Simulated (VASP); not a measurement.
Here is a VASP 6.6.1 calculation.

The input INCAR:

```
PREC = Accurate
ENCUT = 520
EDIFF = 1E-6
ISMEAR = 1
SIGMA = 0.1
LREAL = False
LASPH = True
NELM = 150
ALGO = Normal
ISIF = 2
LWAVE = False
LCHARG = False
ISPIN = 2
MAGMOM = 0 1.5 0 0 0 0
LORBIT = 11
LMAXMIX = 4
NBANDS = 27
```

KPOINTS

```
regular mesh
0
Gamma
  8 8 8
```

The input POSCAR:

```
TaVH4
1.0
    1.5305510893      0.8836640834      4.9573237555
   -1.5305510893      0.8836640834      4.9573237555
    0.0000000000     -1.7673281668      4.9573237555
Ta V H
1 1 4
Direct
    0.0000000000      0.0000000000      0.0000000000
    0.5000000000      0.5000000000      0.5000000000
    0.6190751765      0.6190751765      0.6190751765
    0.1306075636      0.1306075636      0.1306075636
    0.8693924364      0.8693924364      0.8693924364
    0.3809248235      0.3809248235      0.3809248235
```

Potentials or basis: VASP PAW LDA potentials, release 64 (Ta_pv, V_sv, H).

Launch:

```sh
$ cat potpaw_LDA.64/Ta_pv/POTCAR potpaw_LDA.64/V_sv/POTCAR potpaw_LDA.64/H/POTCAR > POTCAR
$ mpirun -np 1 vasp_std > vasp.out
```

Problem. Estimate the band gap on the k mesh.

Solution. Zero (filled and empty bands overlap).

Problem. Estimate the net moment.

Solution. 0.00 μB per cell.

Problem. What does it give for the pressure?

Solution. 0.8 GPa.

Forces in eV/Å, atoms in the order of the input:
```
Ta   0.000  0.000  0.000
V    0.000  0.000  0.000
H    0.000  0.000 -0.013
H    0.000  0.000  0.013
H    0.000  0.000 -0.013
H    0.000  0.000  0.013
```

Caveat: spin-orbit coupling is left out, which moves the levels of the heavy elements.
